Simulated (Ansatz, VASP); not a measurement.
# One calculation of Cs, two programs

```
Cs
1.0
    -3.70767    3.70767    2.00772
     3.70767   -3.70767    2.00772
     3.70767    3.70767   -2.00772
Cs
2
Direct
  0.62500 0.87500 0.75000
  0.37500 0.12500 0.25000
```

Change from the starting cell: volume scaled by 0.45, PAW files.

Alike in both runs: task single point; functional PBE; k mesh 9 × 9 × 9; occupations fermi-dirac, width 0.08 eV; no spin polarisation.

|  | VASP | Ansatz |
| --- | --- | --- |
| version | VASP 6.6.1 | Ansatz 0.2.0 |
| potentials or method | VASP PAW PBE potentials, release 64 (Cs_sv) | PAW with Ansatz's default frozen-core files, scalar-relativistic |
| plane-wave cutoff (eV) | 520 | 420 |
| valence electrons in the cell | 18 | 18 |

|  | VASP | Ansatz | Ansatz less VASP |
| --- | --- | --- | --- |
| pressure (GPa) | 3.7 | 3.7 | -0.03 |
| traceless stress, the component that is largest in VASP (GPa) | -0.24 | -0.24 | 0.000 |

Neither program's run includes spin-orbit coupling.
